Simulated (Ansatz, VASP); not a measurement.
## Two plane-wave programs on CsBr

```
CELL_PARAMETERS angstrom
4.30314 0.00000 0.00000
0.00000 4.30314 0.00000
0.00000 0.00000 4.30230
ATOMIC_POSITIONS crystal
Cs 0.00000 0.00000 0.00000
Br 0.50000 0.50000 0.50000
```

Alike in both runs: task single point; functional PBE; dispersion D3(BJ); k mesh 6 × 6 × 6; occupations gaussian, width 0.02 eV; non-collinear spin, spin-orbit coupling.

```csv
,VASP,Ansatz
version,VASP 6.6.1,Ansatz 0.2.0
potentials or method,"VASP PAW PBE potentials, release 64 (Cs_sv, Br), cutoff 500 eV","plane waves, PAW"
valence electrons in the cell,16,16
```

|  | VASP | Ansatz | Ansatz less VASP |
| --- | --- | --- | --- |
| pressure (GPa) | 0.0 | 0.0 | -0.04 |
| net moment per atom (μB) | 0.00 | 0.00 | 0.000 |
